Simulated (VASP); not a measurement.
# BPd4: single point with PBEsol

Crystal: BPd4.

```xyz
5
Lattice="2.7935 0.0000 0.0000 0.0000 4.3047 0.0000 0.0000 0.0000 5.8132" Properties=species:S:1:pos:R:3 pbc="T T T"
Pd    1.3967    0.0000    1.1207
Pd    0.0000    0.0000    3.5580
Pd    0.0000    2.1523    1.9341
Pd    1.3967    2.1523    5.1111
B     1.3967    0.0000    5.0005
```

- Program: VASP 6.6.1
- Task: single point
- Functional: PBEsol
- Potentials or basis: VASP PAW PBE potentials, release 64 (Pd_sv_GW, B)
- Cutoff: 540 eV
- k mesh: 9 × 6 × 5
- Occupations: fermi-dirac, width 0.05 eV
- Spin: no spin polarisation
- Dipole correction: no
- Further INCAR settings: ALGO = Normal; EDIFF = 1e-06; NBANDS = 46

```yaml
Pressure: -2.2 GPa
Largest_force: 0.022 eV/Å
Band_gap_on_the_k_mesh: zero (an odd number of electrons rules out a gap without spin polarisation)
```

Forces in eV/Å, atoms in the order of the input:
```
Pd   0.000  0.000  0.022
Pd   0.000  0.000 -0.021
Pd   0.000  0.000 -0.004
Pd   0.000  0.000  0.003
B    0.000  0.000  0.001
```

Levels at points of the mesh, in eV from the Fermi level:
```
           k point  band 34  band 35  band 36  band 37  band 38  band 39  band 40  band 41  band 42  band 43
(0.00, 0.00, 0.00)    -1.43    -1.27    -0.70    -0.51    -0.49     0.06     0.38     5.60     5.62     6.07
(0.00, 0.50, 0.00)    -1.52    -0.99    -0.86    -0.82    -0.82    -0.43     1.12     2.31     4.06     6.47
```

Run time: 3.4 min on 1 thread of Intel(R) Xeon(R) Platinum 8488C (Sapphire Rapids), on a shared host, peak memory 0.32 GiB.

Caveat: the PAW data sets were made with another functional, which shifts forces and pressure a little.
